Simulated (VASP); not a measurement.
Runs of VASP 6.6.1 on Zn. The structure is that of space group Im-3m (No. 229), or close to it. The cells are those of the table. 

| cell | gap on the mesh (eV) | pressure (GPa) |
| --- | --- | --- |
| a = 2.636 Å, angles 109.5°, 1 atom | none | (a) |
| a = 2.772 Å, angles 108.7, 108.7, 111.1°, 1 atom | none | -7.5 |
| a = 2.691 Å, angles 108.7, 108.7, 111.1°, 1 atom | none | (b) |
| a = 2.746 Å, angles 107.9, 107.9, 112.7°, 1 atom | none | -6.3 |
| a = 2.745 Å, angles 110.3, 110.3, 107.9°, 1 atom | none | -6.3 |
| a = 2.692 Å, angles 111.1, 111.1, 106.2°, 1 atom | none | -3.0 |
| a = 2.664 Å, angles 110.3, 110.3, 107.8°, 1 atom | none | -0.7 |

Alike in all rows: task single point; level PBEsol; potentials or basis VASP PAW PBE potentials, release 64 (Zn); no spin polarisation; k mesh 22 × 22 × 22; cutoff (eV) 520; smearing gaussian 0.15 eV.

Question: Fill in the values left out.

Answer: (a) 1.8; (b) -2.9.

Caveats: the PAW data sets were made with another functional, which shifts forces and pressure a little.

A gap of «none» marks levels without a gap at the run's occupations.
